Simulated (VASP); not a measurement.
Runs of VASP 6.6.1 on MgAl2Sb2. The structure is that of space group P-3m1 (No. 164), or close to it. The cells are those of the table. 

```csv
cell,gap on the mesh (eV),pressure (GPa),largest force (eV/Å)
"a = 4.781, b = 4.781, c = 7.359 Å, angles 90.0, 90.0, 120.0°, 5 atoms",none,-5.2,0.33
"a = 4.478, b = 4.478, c = 6.892 Å, angles 90.0, 90.0, 120.0°, 5 atoms",none,2.7,0.30
"a = 4.604, b = 4.604, c = 7.086 Å, angles 90.0, 90.0, 120.0°, 5 atoms",none,(b),0.05
"a = 4.664, b = 4.664, c = 7.180 Å, angles 90.0, 90.0, 120.0°, 5 atoms",none,-3.0,0.14
"a = 4.412, b = 4.412, c = 6.791 Å, angles 90.0, 90.0, 120.0°, 5 atoms",none,5.6,(c)
"a = 4.723, b = 4.723, c = 7.270 Å, angles 90.0, 90.0, 120.0°, 5 atoms",none,(a),0.24
"a = 4.542, b = 4.542, c = 6.991 Å, angles 90.0, 90.0, 120.0°, 5 atoms",none,0.4,0.13
```

Alike in all rows: task single point; level PBEsol; potentials or basis VASP PAW PBE potentials, release 64 (Mg, Al, Sb); no spin polarisation; k mesh 6 × 6 × 4; cutoff (eV) 520; smearing fermi-dirac 0.15 eV.

Problem. Fill in the values left out.

Solution. (a) -4.2; (b) -1.5; (c) 0.50.

Caveats: the PAW data sets were made with another functional, which shifts forces and pressure a little; spin-orbit coupling is left out, which moves the levels of the heavy elements.

A k mesh can miss the band edges, and the runs leave out spin-orbit coupling on Sb.

A gap of «none» marks levels without a gap at the run's occupations.
